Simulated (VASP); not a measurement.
# SnO (rock salt type) (Fm-3m) in VASP: a series of runs, part 2 of 3

VASP 6.6.1. The steps go on from the part before.

### Step 3. Single point, r2SCAN

Contents of POSCAR:

```
SnO
1.0
    0.0000000000      2.4890237326      2.4890237326
    2.4890237326      0.0000000000      2.4890237326
    2.4890237326      2.4890237326      0.0000000000
Sn O
1 1
Direct
    0.0000000000      0.0000000000      0.0000000000
    0.5000000000      0.5000000000      0.5000000000
```

Contents of INCAR.step1:

```
SYSTEM = SnO
ALGO = Normal
EDIFF = 1E-4
ENCUT = 520
GGA = PE
ISMEAR = -1
LASPH = .TRUE.
LCHARG = .FALSE.
LREAL = .FALSE.
LWAVE = .TRUE.
NBANDS = 17
NELM = 60
PREC = Accurate
SIGMA = 0.1
```

Contents of INCAR.step2:

```
SYSTEM = SnO
ALGO = Normal
EDIFF = 1E-7
ENCUT = 520
ISIF = 2
ISMEAR = -1
ISTART = 1
LASPH = .TRUE.
LCHARG = .FALSE.
LMIXTAU = .TRUE.
LREAL = .FALSE.
LWAVE = .FALSE.
METAGGA = R2SCAN
NBANDS = 17
NELM = 60
PREC = Accurate
SIGMA = 0.1
```

Contents of KPOINTS:

```
k-points
0
G
  12 12 12
  0 0 0
```

Potentials or basis: VASP PAW PBE potentials, release 64 (Sn_d, O).

Started as:

```
$ cat potpaw_PBE.64/Sn_d/POTCAR potpaw_PBE.64/O/POTCAR > POTCAR
$ cp INCAR.step1 INCAR
$ mpirun -np 1 vasp_std > vasp.out
$ cp INCAR.step2 INCAR
$ mpirun -np 1 vasp_std > vasp.out
```

OUTCAR:

```text
SYSTEM = SnO
   EDIFF = 1E-7
   ENCUT = 520
   ISIF = 2
   ISMEAR = -1
   ISTART = 1
   LASPH = .TRUE.
   LREAL = .FALSE.
   METAGGA = R2SCAN
   NELM = 60
   PREC = Accurate

 ion  position               nearest neighbor table
   1  0.000  0.000  0.000-   2 2.49   2 2.49   2 2.49   2 2.49   2 2.49   2 2.49
   2  0.500  0.500  0.500-   1 2.49   1 2.49   1 2.49   1 2.49   1 2.49   1 2.49

  LATTYP: Found a face centered cubic cell.
 ALAT       =     4.9780474652

  Lattice vectors:

 A1 = (   0.0000000000,   2.4890237326,   2.4890237326)
 A2 = (   2.4890237326,   0.0000000000,   2.4890237326)
 A3 = (   2.4890237326,   2.4890237326,   0.0000000000)

Analysis of symmetry for initial positions (statically):
=====================================================================
 Subroutine PRICEL returns:
 Original cell was already a primitive cell.

 Routine SETGRP: Setting up the symmetry group for a
 face centered cubic supercell.

 Subroutine GETGRP returns: Found 48 space group operations
 (whereof 48 operations were pure point group operations)
 out of a pool of 48 trial point group operations.

The static configuration has the point symmetry O_h .

Analysis of symmetry for dynamics (positions and initial velocities):
=====================================================================
 Subroutine PRICEL returns:
 Original cell was already a primitive cell.

 Routine SETGRP: Setting up the symmetry group for a
 face centered cubic supercell.

 Subroutine GETGRP returns: Found 48 space group operations
 (whereof 48 operations were pure point group operations)
 out of a pool of 48 trial point group operations.

The dynamic configuration has the point symmetry O_h .

 Subroutine INISYM returns: Found 48 space group operations
 (whereof 48 operations are pure point group operations),
 and found     1 'primitive' translations

----------------------------------------------------------------------------------------

                                     Primitive cell

  volume of cell :      30.8402

  direct lattice vectors                    reciprocal lattice vectors
     0.000000000  2.489023733  2.489023733    -0.200881974  0.200881974  0.200881974
     2.489023733  0.000000000  2.489023733     0.200881974 -0.200881974  0.200881974
     2.489023733  2.489023733  0.000000000     0.200881974  0.200881974 -0.200881974

  length of vectors
     3.520011120  3.520011120  3.520011120     0.347937785  0.347937785  0.347937785

  position of ions in fractional coordinates (direct lattice)
     0.000000000  0.000000000  0.000000000
     0.500000000  0.500000000  0.500000000

  ion indices of the primitive-cell ions
   primitive index   ion index
                 1           1
                 2           2

----------------------------------------------------------------------------------------

 KPOINTS: k-points

Automatic generation of k-mesh.
 Grid dimensions read from file:
 generate k-points for:   12   12   12

 Generating k-lattice:

  Cartesian coordinates                     Fractional coordinates (reciprocal lattice)
    -0.016740164  0.016740164  0.016740164     0.083333333  0.000000000  0.000000000
     0.016740164 -0.016740164  0.016740164     0.000000000  0.083333333  0.000000000
     0.016740164  0.016740164 -0.016740164     0.000000000  0.000000000  0.083333333

  Length of vectors
     0.028994815  0.028994815  0.028994815

  Shift w.r.t. Gamma in fractional coordinates (k-lattice)
     0.000000000  0.000000000  0.000000000

 Subroutine IBZKPT returns following result:
 ===========================================

 Found     72 irreducible k-points:

 Following reciprocal coordinates:
            Coordinates               Weight
  0.000000  0.000000  0.000000      1.000000
  0.083333  0.000000  0.000000      8.000000
  0.166667  0.000000  0.000000      8.000000
  0.250000  0.000000  0.000000      8.000000
  0.333333  0.000000  0.000000      8.000000
  0.416667  0.000000  0.000000      8.000000
[... 16 lines left out ...]
  0.500000  0.166667  0.000000     24.000000
 -0.416667  0.166667  0.000000     24.000000
 [... further k-points ...]
   k-points           NKPTS =     72   k-points in BZ     NKDIM =     72   number of bands    NBANDS=     17
   number of dos      NEDOS =    301   number of ions     NIONS =      2
   total plane-waves  NPLWV =  21952
   dimension x,y,z NGX =    28 NGY =   28 NGZ =   28
   dimension x,y,z NGXF=    56 NGYF=   56 NGZF=   56
   ions per type =               1   1
   NGX,Y,Z   is equivalent  to a cutoff of  13.22, 13.22, 13.22 a.u.
   NGXF,Y,Z  is equivalent  to a cutoff of  26.45, 26.45, 26.45 a.u.
 SYSTEM =  SnO
   PREC   = accura    normal or accurate (medium, high low for compatibility)
   ISTART =      1    job   : 0-new  1-cont  2-samecut
   ICHARG =      0    charge: 1-file 2-atom 10-const
   ISPIN  =      1    spin polarized calculation?
   LNONCOLLINEAR =      F non collinear calculations
   LSORBIT =      F    spin-orbit coupling
   LASPH  =      T    aspherical Exc in radial PAW
   ENCUT  =  520.0 eV  38.22 Ry    6.18 a.u.   6.54  6.54  6.54*2*pi/ulx,y,z
   NELM   =     60;   NELMIN=  2; NELMDL=  0     # of ELM steps
   EDIFF  = 0.1E-06   stopping-criterion for ELM
   LREAL  =      F    real-space projection
   EDIFFG = 0.1E-05   stopping-criterion for IOM
   NSW    =      0    number of steps for IOM
   IBRION =     -1    ionic relax: 0-MD 1-quasi-New 2-CG
   NFREE  =      0    steps in history (QN), initial steepest desc. (CG)
   ISIF   =      2    stress and relaxation
   ISYM   =      2    0-nonsym 1-usesym 2-fastsym
   POTIM  = 0.5000    time-step for ionic-motion
   TEBEG  =    0.0;   TEEND  =   0.0 temperature during run
   PSTRESS=    0.0 pullay stress
   NELECT =      20.0000    total number of electrons
   NUPDOWN=      -1.0000    fix difference up-down
   EMIN   =  10.00;   EMAX   =-10.00  energy-range for DOS
   EFERMI =   0.00;   METHOD = LEGACY
   ISMEAR =    -1;   SIGMA  =   0.10  broadening in eV -4-tet -1-fermi 0-gaus
   EFERMI_NEDOS =   21; number of points for ismear=-14 and -15
   IALGO  =     38    algorithm
   IMIX   =      4    mixing-type and parameters
     AMIX     =   0.40;   BMIX     =  1.00
     AMIX_MAG =   1.60;   BMIX_MAG =  1.00
  volume/ion in A,a.u.               =      15.42       104.06
  Fermi-wavevector in a.u.,A,eV,Ry     =   1.417030  2.677799 27.320155  2.007975
  Thomas-Fermi vector in A             =   2.538303
   LORBIT       =      0    0 simple, 1 ext, 2 COOP (PROOUT), +10 PAW based schemes
   METAGGA = R2SCAN    functional components
   LHFCALC =     F    Hartree Fock is set to
   AEXX    =    0.0000 exact exchange contribution
   IVDW    =     0    specifies the selected vdW correction
   LEPSILON=     F    determine dielectric tensor
   LRPA    =     F    only Hartree local field effects (RPA)
 non-spin polarized calculation
  energy-cutoff  :      520.00
  volume of cell :       30.84
 maximum number of plane-waves:       869
 NGX is ok and might be reduce to    28
   NGX = 13   NGY = 13   NGZ = 13

 number of electron      20.0000007 magnetization

 Free energy of the ion-electron system (eV)
  ---------------------------------------------------
  ext. energy  EPLUGINS =         0.00000000
  ---------------------------------------------------
  free energy    TOTEN  =       -32.20636870 eV

  energy without entropy =      -32.20015734  energy(sigma->0) =      -32.20326302

 E-fermi :   8.9204     XC(G=0): -11.8378

 val. band max:        8.8840188507   @ k =  -0.4167   0.1667   0.0833
 cond. band min:       8.9360897355   @ k =  -0.4167   0.1667   0.0833
 fundamental gap:      0.0520708848
 Fermi energy:         8.9203557102

 k-point     1 :       0.0000    0.0000    0.0000
  band No.  band energies     occupation
      1     -13.7213      2.00000
      2     -13.7213      2.00000
      3     -13.7213      2.00000
      4     -13.6457      2.00000
      5     -13.6457      2.00000
      6     -11.7841      2.00000
[... 9 lines left out ...]
     16      19.3267      0.00000
     17      19.4686      0.00000

 k-point     2 :       0.0833    0.0000    0.0000
  band No.  band energies     occupation
      1     -13.7210      2.00000
      2     -13.7174      2.00000
      3     -13.7173      2.00000
      4     -13.6473      2.00000
      5     -13.6473      2.00000
      6     -11.7419      2.00000
[... 9 lines left out ...]
     16      19.6791      0.00000
     17      21.4079      0.00000
[... 421 lines left out ...]
 k-point    24 :      -0.4167    0.1667    0.0000
  band No.  band energies     occupation
      1     -13.7896      2.00000
      2     -13.7049      2.00000
      3     -13.6960      2.00000
      4     -13.6524      2.00000
      5     -13.6168      2.00000
      6     -10.9013      2.00000
[... 9 lines left out ...]
     16      23.2943      0.00000
     17      26.2583      0.00000

 [... further k-points ...]
[... 5 lines left out ...]
  --------------------------------------------------------------------------------------
  -------------------------------------------------------------------------------------
  Total        1.3786646      1.3786646      1.3786646      0.0000000      0.0000000     -0.0000000
  in kB       71.6229333     71.6229333     71.6229333      0.0000000      0.0000000     -0.0000000
  external PRESSURE =      71.6229333 kB  Pullay stress =       0.0000000 kB

 VOLUME and BASIS-vectors are now :
 -----------------------------------------------------------------------------
  energy-cutoff  :      520.00
  volume of cell :       30.84
      direct lattice vectors                 reciprocal lattice vectors
     0.000000000  2.489023733  2.489023733    -0.200881974  0.200881974  0.200881974
     2.489023733  0.000000000  2.489023733     0.200881974 -0.200881974  0.200881974
     2.489023733  2.489023733  0.000000000     0.200881974  0.200881974 -0.200881974

 POSITION                                       TOTAL-FORCE (eV/Angst)
 -----------------------------------------------------------------------------------
      0.00000      0.00000      0.00000         0.000000     -0.000000      0.000000
      2.48902      2.48902      2.48902        -0.000000      0.000000     -0.000000
 -----------------------------------------------------------------------------------
    total drift:                                0.000000      0.000000      0.000000

  FREE ENERGIE OF THE ION-ELECTRON SYSTEM (eV)
  ---------------------------------------------------
  free  energy   TOTEN  =       -32.2063686986 eV

  energy  without entropy=      -32.2001573422  energy(sigma->0) =      -32.20326302
```

OUTCAR.step1:

```text
SYSTEM = SnO
   EDIFF = 1E-4
   ENCUT = 520
   GGA = PE
   ISMEAR = -1
   LASPH = .TRUE.
   LREAL = .FALSE.
[... 700 lines left out ...]
      0.00000      0.00000      0.00000        -0.000000     -0.000000      0.000000
      2.48902      2.48902      2.48902         0.000000      0.000000     -0.000000
 -----------------------------------------------------------------------------------
    total drift:                                0.000000      0.000000      0.000000

  FREE ENERGIE OF THE ION-ELECTRON SYSTEM (eV)
  ---------------------------------------------------
  free  energy   TOTEN  =       -10.4006081785 eV

  energy  without entropy=      -10.3934444014  energy(sigma->0) =      -10.39702629
```

OSZICAR.step1:

```text
N       E                     dE             d eps       ncg     rms          rms(c)
DAV:   1     0.147800740599E+03    0.14780E+03   -0.10300E+04  2556   0.181E+03
DAV:   2     0.102654786112E+01   -0.14677E+03   -0.13986E+03  2713   0.395E+02
DAV:   3    -0.118977927070E+02   -0.12924E+02   -0.12849E+02  2835   0.104E+02
DAV:   4    -0.121565583009E+02   -0.25877E+00   -0.25864E+00  3013   0.153E+01
DAV:   5    -0.121627438172E+02   -0.61855E-02   -0.61847E-02  3267   0.229E+00    0.803E+00
DAV:   6    -0.106297582510E+02    0.15330E+01   -0.11237E+01  3021   0.379E+01    0.462E+00
DAV:   7    -0.104162602877E+02    0.21350E+00   -0.15299E+00  2956   0.764E+00    0.133E+00
DAV:   8    -0.104010502870E+02    0.15210E-01   -0.12686E-01  2632   0.286E+00    0.284E-01
DAV:   9    -0.104004459587E+02    0.60433E-03   -0.59011E-03  3659   0.499E-01    0.101E-01
DAV:  10    -0.104006527600E+02   -0.20680E-03   -0.63173E-04  3140   0.306E-01    0.383E-02
DAV:  11    -0.104006081785E+02    0.44582E-04   -0.91257E-05  1411   0.115E-01
   1 F= -.10400608E+02 E0= -.10397026E+02  d E =-.716378E-02
```

It took 3.3 min on 1 thread of Intel Xeon Platinum 8259CL at 2.50GHz (Skylake/Cascade Lake), shared host; peak memory 0.19 GiB.

Results:

| Quantity | Value |
| --- | --- |
| Free energy | -32.2064 eV |
| Pressure | 7.2 GPa |
| Band gap on the k mesh | 0.05 eV |

Caveat: the cell stands under pressure; the PAW data sets were made with another functional, which shifts forces and pressure a little; spin-orbit coupling is left out, which moves the levels of the heavy elements. A k mesh can miss the band edges.

### Step 4. Single point, r2SCAN

This run uses another cell than the first one, of 15.92 Å³/atom.

Contents of POSCAR:

```
SnO
1.0
    0.0000000000      2.5157894809      2.5157894809
    2.5157894809      0.0000000000      2.5157894809
    2.5157894809      2.5157894809      0.0000000000
Sn O
1 1
Direct
    0.0000000000      0.0000000000      0.0000000000
    0.5000000000      0.5000000000      0.5000000000
```

Contents of INCAR.step1:

```
ALGO = Normal ; EDIFF = 1E-4
ENCUT = 520 ; GGA = PE
ISMEAR = -1 ; LASPH = True
LCHARG = False ; LREAL = False
LWAVE = True ; NBANDS = 17
NELM = 80 ; PREC = Accurate
SIGMA = 0.1
```

Contents of INCAR.step2:

```
ALGO = Normal ; EDIFF = 1E-6
ENCUT = 520 ; ISIF = 2
ISMEAR = -1 ; ISTART = 1
LASPH = True ; LCHARG = False
LMIXTAU = True ; LREAL = False
LWAVE = False ; METAGGA = R2SCAN
NBANDS = 17 ; NELM = 80
PREC = Accurate ; SIGMA = 0.1
```

Contents of KPOINTS:

```
k-points
0
Gamma
  12 12 12
```

Started as:

```
$ cat potpaw_PBE.64/Sn_d/POTCAR potpaw_PBE.64/O/POTCAR > POTCAR
$ cp INCAR.step1 INCAR
$ mpirun -np 1 vasp_std > vasp.out
$ cp INCAR.step2 INCAR
$ mpirun -np 1 vasp_std > vasp.out
```

Run time: 2.4 min. Hardware: 1 thread of Intel Xeon Platinum 8259CL at 2.50GHz (Skylake/Cascade Lake), shared host; peak memory 0.19 GiB.

Results (log left out):

```yaml
Free_energy: -32.2397 eV
Pressure: 3.2 GPa
Band_gap_on_the_k_mesh: 0.18 eV
```

Levels at points of the mesh, in eV from the valence-band top:
```csv
k point,band 7,band 8,band 9,band 10,band 11,band 12,band 13,band 14
"(0.00, 0.00, 0.00)",-7.01,-3.90,-3.90,-3.90,8.12,8.12,8.12,10.47
"(0.50, 0.00, 0.00)",-9.07,-3.68,-3.68,-0.86,0.72,4.47,4.47,10.10
"(0.50, 0.50, 0.00)",-7.14,-5.04,-5.04,-4.84,3.70,5.33,6.16,6.16
```

Caveat: the cell stands under pressure; the PAW data sets were made with another functional, which shifts forces and pressure a little; spin-orbit coupling is left out, which moves the levels of the heavy elements.

### Step 5. Single point, r2SCAN

This run uses another cell than the first one, of 15.92 Å³/atom.

POSCAR is that of step 4.

Contents of INCAR.step1:

```
SYSTEM = SnO
ALGO = Normal
EDIFF = 1E-4
ENCUT = 520
GGA = PE
ISMEAR = -1
LASPH = .TRUE.
LCHARG = .FALSE.
LREAL = .FALSE.
LWAVE = .TRUE.
NBANDS = 17
NELM = 60
PREC = Accurate
SIGMA = 0.1
```

Contents of INCAR.step2:

```
SYSTEM = SnO
ALGO = Normal
EDIFF = 1E-6
ENCUT = 520
ISIF = 2
ISMEAR = -1
ISTART = 1
LASPH = .TRUE.
LCHARG = .TRUE.
LELF = .TRUE.
LMIXTAU = .TRUE.
LREAL = .FALSE.
LVHAR = .TRUE.
LWAVE = .FALSE.
METAGGA = R2SCAN
NBANDS = 17
NELM = 60
PREC = Accurate
SIGMA = 0.1
```

Contents of KPOINTS:

```
k-points
0
G
  12 12 12
  0 0 0
```

Potentials or basis: VASP PAW PBE potentials, release 64 (Sn_d, O).

Started as:

```
$ cat potpaw_PBE.64/Sn_d/POTCAR potpaw_PBE.64/O/POTCAR > POTCAR
$ cp INCAR.step1 INCAR
$ mpirun -np 1 vasp_std > vasp.out
$ cp INCAR.step2 INCAR
$ mpirun -np 1 vasp_std > vasp.out
```

OUTCAR:

```text
SYSTEM = SnO
   EDIFF = 1E-6
   ENCUT = 520
   ISIF = 2
   ISMEAR = -1
   ISTART = 1
   LASPH = .TRUE.
   LREAL = .FALSE.
   METAGGA = R2SCAN
   NELM = 60
   PREC = Accurate

 ion  position               nearest neighbor table
   1  0.000  0.000  0.000-   2 2.52   2 2.52   2 2.52   2 2.52   2 2.52   2 2.52
   2  0.500  0.500  0.500-   1 2.52   1 2.52   1 2.52   1 2.52   1 2.52   1 2.52

  LATTYP: Found a face centered cubic cell.
 ALAT       =     5.0315789618

  Lattice vectors:

 A1 = (   0.0000000000,   2.5157894809,   2.5157894809)
 A2 = (   2.5157894809,   0.0000000000,   2.5157894809)
[... 648 lines left out ...]
      5     -14.0606      2.00000
      6     -11.1557      2.00000
[... 9 lines left out ...]
     16      22.6825      0.00000
     17      25.6204      0.00000

 [... further k-points ...]
[... 5 lines left out ...]
  --------------------------------------------------------------------------------------
  -------------------------------------------------------------------------------------
  Total        0.6299738      0.6299738      0.6299738     -0.0000000      0.0000000      0.0000000
  in kB       31.6942280     31.6942280     31.6942280     -0.0000000      0.0000000      0.0000000
  external PRESSURE =      31.6942280 kB  Pullay stress =       0.0000000 kB

 VOLUME and BASIS-vectors are now :
 -----------------------------------------------------------------------------
  energy-cutoff  :      520.00
  volume of cell :       31.85
      direct lattice vectors                 reciprocal lattice vectors
     0.000000000  2.515789481  2.515789481    -0.198744769  0.198744769  0.198744769
     2.515789481  0.000000000  2.515789481     0.198744769 -0.198744769  0.198744769
     2.515789481  2.515789481  0.000000000     0.198744769  0.198744769 -0.198744769

 POSITION                                       TOTAL-FORCE (eV/Angst)
 -----------------------------------------------------------------------------------
      0.00000      0.00000      0.00000        -0.000000     -0.000000     -0.000000
      2.51579      2.51579      2.51579         0.000000      0.000000      0.000000
 -----------------------------------------------------------------------------------
    total drift:                                0.000000      0.000000      0.000000

  FREE ENERGIE OF THE ION-ELECTRON SYSTEM (eV)
  ---------------------------------------------------
  free  energy   TOTEN  =       -32.2396843820 eV

  energy  without entropy=      -32.2343453084  energy(sigma->0) =      -32.23701485
```

Wall time 2.4 min (1 thread of Intel Xeon Platinum 8259CL at 2.50GHz (Skylake/Cascade Lake), shared host); peak memory 0.19 GiB.

Results:

| Quantity | Value |
| --- | --- |
| Free energy | -32.2397 eV |
| Pressure | 3.2 GPa |
| Band gap on the k mesh | 0.18 eV |

Caveat: the cell stands under pressure; the PAW data sets were made with another functional, which shifts forces and pressure a little; spin-orbit coupling is left out, which moves the levels of the heavy elements.

(Part 2 of 3 ends here.)
